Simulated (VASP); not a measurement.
# Hf (P6_3/mmc) in VASP: single point with PBE

Aim: the single point of Hf with PBE.

All numbers are computed with VASP 6.6.1; they aren't measurements. Logs are shortened: lines on timing, memory, paths and dates and some standing lists are left out, and cuts for length are marked.

## 1. The cell of the first run

The structure is hexagonal, space group P6_3/mmc (No. 194). Conventional cell: a = 3.206 Å, b = 3.206 Å, c = 5.061 Å, α = 90.00°, β = 90.00°, γ = 120.00°. Within 4.1 Å of Hf (site symmetry -6m2) lie 12 Hf at 3.14 to 3.21 Å.

## 2. Single point, PBE

INCAR reads:

```
ALGO = Normal ; EDIFF = 1E-7
ENCUT = 520 ; GGA = PE
ISIF = 2 ; ISMEAR = 1
LASPH = T ; LCHARG = F
LREAL = Auto ; LWAVE = F
NBANDS = 94 ; NELM = 80
PREC = Accurate ; SIGMA = 0.1
```

KPOINTS reads:

```
k-points
0
Gamma
  3 3 2
```

POSCAR reads:

```
Hf
1.0
    6.4112933573      0.0000000000      0.0000000000
   -3.2056466787      5.5523429186      0.0000000000
    0.0000000000      0.0000000000     10.1215442020
Hf
16
Direct
    0.1666666666      0.3333333334      0.1250000000
    0.3333333334      0.1666666666      0.3750000000
    0.1666666666      0.3333333334      0.6250000000
    0.3333333334      0.1666666666      0.8750000000
    0.1666666666      0.8333333333      0.1250000000
    0.3333333334      0.6666666666      0.3750000000
    0.1666666666      0.8333333333      0.6250000000
    0.3333333334      0.6666666666      0.8750000000
    0.6666666666      0.3333333334      0.1250000000
    0.8333333333      0.1666666666      0.3750000000
    0.6666666666      0.3333333334      0.6250000000
    0.8333333333      0.1666666666      0.8750000000
    0.6666666666      0.8333333333      0.1250000000
    0.8333333333      0.6666666666      0.3750000000
    0.6666666666      0.8333333333      0.6250000000
    0.8333333333      0.6666666666      0.8750000000
```

Potentials or basis: VASP PAW PBE potentials, release 64 (Hf_pv).

Started as:

```
$ cat potpaw_PBE.64/Hf_pv/POTCAR > POTCAR
$ mpirun -np 1 vasp_std > vasp.out
```

OUTCAR:

```text
EDIFF = 1E-7
   ENCUT = 520
   GGA = PE
   ISIF = 2
   ISMEAR = 1
   LASPH = T
   LREAL = Auto
   NELM = 80
   PREC = Accurate

 ion  position               nearest neighbor table
   1  0.167  0.333  0.125-   6 3.14   8 3.14  10 3.14  12 3.14   2 3.14   4 3.14   5 3.21  13 3.21
                             9 3.21   9 3.21  13 3.21   5 3.21
   2  0.333  0.167  0.375-   9 3.14  11 3.14   5 3.14   7 3.14   1 3.14   3 3.14  10 3.21  14 3.21
                             6 3.21   6 3.21  14 3.21  10 3.21
   3  0.167  0.333  0.625-   6 3.14   8 3.14  10 3.14  12 3.14   2 3.14   4 3.14   7 3.21  15 3.21
                            11 3.21  11 3.21  15 3.21   7 3.21
   4  0.333  0.167  0.875-   9 3.14  11 3.14   5 3.14   7 3.14   1 3.14   3 3.14  12 3.21  16 3.21
                             8 3.21   8 3.21  16 3.21  12 3.21
   5  0.167  0.833  0.125-  14 3.14  16 3.14   2 3.14   4 3.14   6 3.14   8 3.14   1 3.21   9 3.21
                            13 3.21  13 3.21   9 3.21   1 3.21
   6  0.333  0.667  0.375-  13 3.14  15 3.14   1 3.14   3 3.14   5 3.14   7 3.14  14 3.21  10 3.21
                             2 3.21   2 3.21  10 3.21  14 3.21
   7  0.167  0.833  0.625-  14 3.14  16 3.14   2 3.14   4 3.14   6 3.14   8 3.14   3 3.21  11 3.21
                            15 3.21  15 3.21  11 3.21   3 3.21
   8  0.333  0.667  0.875-  13 3.14  15 3.14   1 3.14   3 3.14   5 3.14   7 3.14  16 3.21  12 3.21
                             4 3.21   4 3.21  12 3.21  16 3.21
   9  0.667  0.333  0.125-   2 3.14   4 3.14  14 3.14  16 3.14  10 3.14  12 3.14  13 3.21   5 3.21
                             1 3.21   1 3.21   5 3.21  13 3.21
  10  0.833  0.167  0.375-   1 3.14   3 3.14  13 3.14  15 3.14   9 3.14  11 3.14   2 3.21   6 3.21
                            14 3.21  14 3.21   6 3.21   2 3.21
  11  0.667  0.333  0.625-   2 3.14   4 3.14  14 3.14  16 3.14  10 3.14  12 3.14  15 3.21   7 3.21
                             3 3.21   3 3.21   7 3.21  15 3.21
  12  0.833  0.167  0.875-   1 3.14   3 3.14  13 3.14  15 3.14   9 3.14  11 3.14   4 3.21   8 3.21
                            16 3.21  16 3.21   8 3.21   4 3.21
  13  0.667  0.833  0.125-   6 3.14   8 3.14  10 3.14  12 3.14  14 3.14  16 3.14   9 3.21   1 3.21
                             5 3.21   5 3.21   1 3.21   9 3.21
  14  0.833  0.667  0.375-   9 3.14  11 3.14   5 3.14   7 3.14  13 3.14  15 3.14   6 3.21   2 3.21
                            10 3.21  10 3.21   2 3.21   6 3.21
  15  0.667  0.833  0.625-   6 3.14   8 3.14  10 3.14  12 3.14  14 3.14  16 3.14  11 3.21   3 3.21
                             7 3.21   7 3.21   3 3.21  11 3.21
  16  0.833  0.667  0.875-   9 3.14  11 3.14   5 3.14   7 3.14  13 3.14  15 3.14   8 3.21   4 3.21
                            12 3.21  12 3.21   4 3.21   8 3.21

  LATTYP: Found a hexagonal cell.
 ALAT       =     6.4112933573
 C/A-ratio  =     1.5787055182

  Lattice vectors:

 A1 = (   6.4112933573,   0.0000000000,   0.0000000000)
 A2 = (  -3.2056466787,   5.5523429186,   0.0000000000)
 A3 = (   0.0000000000,   0.0000000000,  10.1215442020)

Analysis of symmetry for initial positions (statically):
=====================================================================
 Subroutine PRICEL returns following result:

  LATTYP: Found a hexagonal cell.
 ALAT       =     3.2056466793
 C/A-ratio  =     1.5787055179

  Lattice vectors:

 A1 = (   3.2056466793,   0.0000000000,   0.0000000000)
 A2 = (  -1.6028233394,   2.7761714593,   0.0000000000)
 A3 = (   0.0000000000,   0.0000000000,   5.0607721010)

   8 primitive cells build up your supercell.

 Routine SETGRP: Setting up the symmetry group for a
 hexagonal supercell.

 Subroutine GETGRP returns: Found 24 space group operations
 (whereof 12 operations were pure point group operations)
 out of a pool of 24 trial point group operations.

The static configuration has the point symmetry D_3d.
 The point group associated with its full space group is D_6h.

Analysis of symmetry for dynamics (positions and initial velocities):
=====================================================================
 Subroutine PRICEL returns following result:

  LATTYP: Found a hexagonal cell.
 ALAT       =     3.2056466793
 C/A-ratio  =     1.5787055179

  Lattice vectors:

 A1 = (   3.2056466793,   0.0000000000,   0.0000000000)
 A2 = (  -1.6028233394,   2.7761714593,   0.0000000000)
 A3 = (   0.0000000000,   0.0000000000,   5.0607721010)

   8 primitive cells build up your supercell.

 Routine SETGRP: Setting up the symmetry group for a
 hexagonal supercell.

 Subroutine GETGRP returns: Found 24 space group operations
 (whereof 12 operations were pure point group operations)
 out of a pool of 24 trial point group operations.

The dynamic configuration has the point symmetry D_3d.
 The point group associated with its full space group is D_6h.

 Subroutine INISYM returns: Found 24 space group operations
 (whereof 12 operations are pure point group operations),
 and found     8 'primitive' translations

----------------------------------------------------------------------------------------

                                     Primitive cell

  volume of cell :      45.0380

  direct lattice vectors                    reciprocal lattice vectors
     3.205646679  0.000000000  0.000000000     0.311949538  0.180104150  0.000000000
    -1.602823339  2.776171459  0.000000000     0.000000000  0.360208299  0.000000000
     0.000000000  0.000000000  5.060772101     0.000000000  0.000000000  0.197598307

  length of vectors
     3.205646679  3.205646679  5.060772101     0.360208299  0.360208299  0.197598307

  position of ions in fractional coordinates (direct lattice)
     0.333333333  0.666666667  0.250000000
     0.666666667  0.333333333  0.750000000

  ion indices of the primitive-cell ions
   primitive index   ion index
                 1           1
                 2           2

----------------------------------------------------------------------------------------

 KPOINTS: k-points

Automatic generation of k-mesh.
 Grid dimensions read from file:
 generate k-points for:    3    3    2

 Generating k-lattice:

  Cartesian coordinates                     Fractional coordinates (reciprocal lattice)
     0.051991590  0.030017358  0.000000000     0.333333333  0.000000000  0.000000000
     0.000000000  0.060034717  0.000000000     0.000000000  0.333333333  0.000000000
     0.000000000  0.000000000  0.049399577     0.000000000  0.000000000  0.500000000

  Length of vectors
     0.060034717  0.060034717  0.049399577

  Shift w.r.t. Gamma in fractional coordinates (k-lattice)
     0.000000000  0.000000000  0.000000000

 Subroutine IBZKPT returns following result:
 ===========================================

 Found      6 irreducible k-points:

 Following reciprocal coordinates:
            Coordinates               Weight
  0.000000  0.000000  0.000000      1.000000
  0.333333 -0.000000  0.000000      6.000000
  0.333333  0.333333  0.000000      2.000000
  0.000000  0.000000  0.500000      1.000000
  0.333333 -0.000000  0.500000      6.000000
  0.333333  0.333333  0.500000      2.000000
   k-points           NKPTS =      6   k-points in BZ     NKDIM =      6   number of bands    NBANDS=     94
   number of dos      NEDOS =    301   number of ions     NIONS =     16
   total plane-waves  NPLWV = 184320
   dimension x,y,z NGX =    48 NGY =   48 NGZ =   80
   dimension x,y,z NGXF=    96 NGYF=   96 NGZF=  160
   ions per type =              16
   NGX,Y,Z   is equivalent  to a cutoff of  12.45, 12.45, 13.14 a.u.
   NGXF,Y,Z  is equivalent  to a cutoff of  24.89, 24.89, 26.28 a.u.
 SYSTEM =  unknown system
   PREC   = accura    normal or accurate (medium, high low for compatibility)
   ISTART =      0    job   : 0-new  1-cont  2-samecut
   ICHARG =      2    charge: 1-file 2-atom 10-const
   ISPIN  =      1    spin polarized calculation?
   LNONCOLLINEAR =      F non collinear calculations
   LSORBIT =      F    spin-orbit coupling
   LASPH  =      T    aspherical Exc in radial PAW
   ENCUT  =  520.0 eV  38.22 Ry    6.18 a.u.  11.92 11.92 18.82*2*pi/ulx,y,z
   NELM   =     80;   NELMIN=  2; NELMDL= -5     # of ELM steps
   EDIFF  = 0.1E-06   stopping-criterion for ELM
   LREAL  =      T    real-space projection
   EDIFFG = 0.1E-05   stopping-criterion for IOM
   NSW    =      0    number of steps for IOM
   IBRION =     -1    ionic relax: 0-MD 1-quasi-New 2-CG
   NFREE  =      0    steps in history (QN), initial steepest desc. (CG)
   ISIF   =      2    stress and relaxation
   ISYM   =      2    0-nonsym 1-usesym 2-fastsym
   POTIM  = 0.5000    time-step for ionic-motion
   TEBEG  =    0.0;   TEEND  =   0.0 temperature during run
   PSTRESS=    0.0 pullay stress
   NELECT =     160.0000    total number of electrons
   NUPDOWN=      -1.0000    fix difference up-down
   EMIN   =  10.00;   EMAX   =-10.00  energy-range for DOS
   EFERMI =   0.00;   METHOD = LEGACY
   ISMEAR =     1;   SIGMA  =   0.10  broadening in eV -4-tet -1-fermi 0-gaus
   EFERMI_NEDOS =   21; number of points for ismear=-14 and -15
   IALGO  =     38    algorithm
   IMIX   =      4    mixing-type and parameters
     AMIX     =   0.40;   BMIX     =  1.00
     AMIX_MAG =   1.60;   BMIX_MAG =  1.00
  volume/ion in A,a.u.               =      22.52       151.97
  Fermi-wavevector in a.u.,A,eV,Ry     =   1.248989  2.360247 21.224726  1.559973
  Thomas-Fermi vector in A             =   2.383050
   LORBIT       =      0    0 simple, 1 ext, 2 COOP (PROOUT), +10 PAW based schemes
   GGA     = PE    functional components
   LHFCALC =     F    Hartree Fock is set to
   AEXX    =    0.0000 exact exchange contribution
   IVDW    =     0    specifies the selected vdW correction
   LEPSILON=     F    determine dielectric tensor
   LRPA    =     F    only Hartree local field effects (RPA)
 non-spin polarized calculation
 Methfessel and Paxton  Order N= 1 SIGMA  =   0.10
  energy-cutoff  :      520.00
  volume of cell :      360.30
 maximum number of plane-waves:      9744
 NGX is ok and might be reduce to    48
   NGX = 23   NGY = 23   NGZ = 37

 number of electron     160.0000039 magnetization

 Free energy of the ion-electron system (eV)
  ---------------------------------------------------
  ext. energy  EPLUGINS =         0.00000000
  ---------------------------------------------------
  free energy    TOTEN  =      -158.55213115 eV

  energy without entropy =     -158.49929169  energy(sigma->0) =     -158.53451800

 E-fermi :   4.9284     XC(G=0): -11.2538

 val. band max:        4.9230069451   @ k =   0.3333   0.3333   0.5000
 cond. band min:       4.9362173888   @ k =   0.3333  -0.0000   0.0000
 fundamental gap:      0.0132104437
 Fermi energy:         4.9284289633

 k-point     1 :       0.0000    0.0000    0.0000
  band No.  band energies     occupation
      1     -26.2048      2.00000
      2     -26.1090      2.00000
      3     -26.1090      2.00000
      4     -26.1090      2.00000
      5     -26.1090      2.00000
      6     -26.1090      2.00000
[... 84 lines left out ...]
     91       6.0280     -0.00000
     92       6.0280     -0.00000

 k-point     2 :       0.3333   -0.0000    0.0000
  band No.  band energies     occupation
      1     -26.1369      2.00000
      2     -26.0494      2.00000
      3     -26.0494      2.00000
      4     -26.0494      2.00000
      5     -26.0494      2.00000
      6     -26.0005      2.00000
[... 84 lines left out ...]
     91       5.7950     -0.00000
     92       5.8086     -0.00000

 k-point     3 :       0.3333    0.3333    0.0000
  band No.  band energies     occupation
      1     -26.0184      2.00000
      2     -26.0184      2.00000
      3     -26.0184      2.00000
      4     -26.0099      2.00000
      5     -26.0099      2.00000
      6     -25.9399      2.00000
[... 84 lines left out ...]
     91       5.5595     -0.00000
     92       5.5599     -0.00000

 k-point     4 :       0.0000    0.0000    0.5000
  band No.  band energies     occupation
      1     -26.1102      2.00000
      2     -26.1102      2.00000
      3     -26.1102      2.00000
      4     -26.1102      2.00000
      5     -26.1102      2.00000
      6     -26.1102      2.00000
[... 84 lines left out ...]
     91       6.1330     -0.00000
     92       6.1392     -0.00000

 k-point     5 :       0.3333   -0.0000    0.5000
  band No.  band energies     occupation
      1     -26.0496      2.00000
      2     -26.0496      2.00000
      3     -26.0412      2.00000
      4     -26.0412      2.00000
      5     -26.0412      2.00000
      6     -26.0412      2.00000
[... 84 lines left out ...]
     91       5.7395     -0.00000
     92       5.7395     -0.00000

 k-point     6 :       0.3333    0.3333    0.5000
  band No.  band energies     occupation
      1     -26.0109      2.00000
      2     -26.0109      2.00000
      3     -26.0109      2.00000
      4     -26.0109      2.00000
      5     -26.0109      2.00000
      6     -26.0109      2.00000
[... 84 lines left out ...]
     91       5.9016     -0.00000
     92       5.9016     -0.00000
 [bands above 92 left out]

------------------------ aborting loop because EDIFF is reached ----------------------------------------

  FORCE on cell =-STRESS in cart. coord.  units (eV):
  Direction    XX          YY          ZZ          XY          YZ          ZX
  --------------------------------------------------------------------------------------
  -------------------------------------------------------------------------------------
  Total       -1.0646271     -1.0646271      1.2280197      0.0000000      0.0000000      0.0000000
  in kB       -4.7341215     -4.7341215      5.4606860      0.0000000      0.0000000      0.0000000
  external PRESSURE =      -1.3358523 kB  Pullay stress =       0.0000000 kB

 VOLUME and BASIS-vectors are now :
 -----------------------------------------------------------------------------
  energy-cutoff  :      520.00
  volume of cell :      360.30
      direct lattice vectors                 reciprocal lattice vectors
     6.411293357  0.000000000  0.000000000     0.155974769  0.090052075  0.000000000
    -3.205646679  5.552342919  0.000000000     0.000000000  0.180104150  0.000000000
     0.000000000  0.000000000 10.121544202     0.000000000  0.000000000  0.098799154

 POSITION                                       TOTAL-FORCE (eV/Angst)
 -----------------------------------------------------------------------------------
     -0.00000      1.85078      1.26519        -0.000000      0.000000      0.000000
      1.60282      0.92539      3.79558         0.000000     -0.000000     -0.000000
     -0.00000      1.85078      6.32597        -0.000000     -0.000000      0.000000
      1.60282      0.92539      8.85635        -0.000000     -0.000000      0.000000
     -1.60282      4.62695      1.26519        -0.000000      0.000000      0.000000
      0.00000      3.70156      3.79558         0.000000      0.000000      0.000000
[... 8 lines left out ...]
      1.60282      4.62695      6.32597        -0.000000     -0.000000     -0.000000
      3.20565      3.70156      8.85635         0.000000     -0.000000     -0.000000
 -----------------------------------------------------------------------------------
    total drift:                                0.000000      0.000001     -0.000000

  FREE ENERGIE OF THE ION-ELECTRON SYSTEM (eV)
  ---------------------------------------------------
  free  energy   TOTEN  =      -158.5521311476 eV

  energy  without entropy=     -158.4992916943  energy(sigma->0) =     -158.53451800
```

It took 13 min on 1 thread of Intel Xeon 8259CL, shared host; peak memory 0.51 GiB.

What came out:

```yaml
Free_energy: -158.5521 eV
Pressure: -0.1 GPa
Band_gap_on_the_k_mesh: zero (bands 80 and 81 overlap by 1.18 eV)
```

Levels at points of the mesh, in eV from the Fermi level:
```
           k point  band 76  band 77  band 78  band 79  band 80  band 81  band 82  band 83
(0.00, 0.00, 0.00)    -0.88     0.11     0.11     0.58     0.73     0.73     0.73     0.82
(0.00, 0.00, 0.50)    -1.35     0.03     0.03     0.91     0.91     0.91     0.91     0.95
```

Caveat: the k points lie up to 0.38 Å⁻¹ apart, too coarse for converged energies and pressures of a metal; spin-orbit coupling is left out, which moves the levels of the heavy elements.
